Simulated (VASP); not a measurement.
A run of VASP 6.6.1 is set up as follows.

The input INCAR:

```
ALGO     = Normal         # electronic algorithm
EDIFF    = 1E-7           # SCF threshold, eV
ENCUT    = 520            # plane-wave cutoff, eV
GGA      = PS             # functional
ISIF     = 2              # what is computed and relaxed
ISMEAR   = 0              # smearing method
LASPH    = T              # aspherical terms in the spheres
LCHARG   = F              # write CHGCAR
LREAL    = F              # projectors in reciprocal space
LWAVE    = F              # write WAVECAR
NBANDS   = 18             # bands
NELM     = 60             # most SCF steps
PREC     = Accurate       # precision mode
SIGMA    = 0.05           # smearing width, eV
```

Contents of KPOINTS:

```
k-points
0
Gamma
  8 8 8
```

The input POSCAR:

```
HfO2
1.0
    0.0000000000      2.4597005386      2.4597005386
    2.4597005386      0.0000000000      2.4597005386
    2.4597005386      2.4597005386      0.0000000000
Hf O
1 2
Direct
    0.0000000000      0.0000000000      0.0000000000
    0.2500000000      0.2500000000      0.2500000000
    0.7500000000      0.7500000000      0.7500000000
```

Potentials or basis: VASP PAW PBE potentials, release 64 (Hf_pv, O).

Launch:

```console
$ cat potpaw_PBE.64/Hf_pv/POTCAR potpaw_PBE.64/O/POTCAR > POTCAR
$ mpirun -np 1 vasp_std > vasp.out
```

Task: Predict the band gap on the k mesh.

Result: 3.90 eV, direct.

Task: What does it give for the pressure?

Result: 18.9 GPa.

Caveat: the PAW data sets were made with another functional, which shifts forces and pressure a little; spin-orbit coupling is left out, which moves the levels of the heavy elements. A k mesh can miss the band edges.
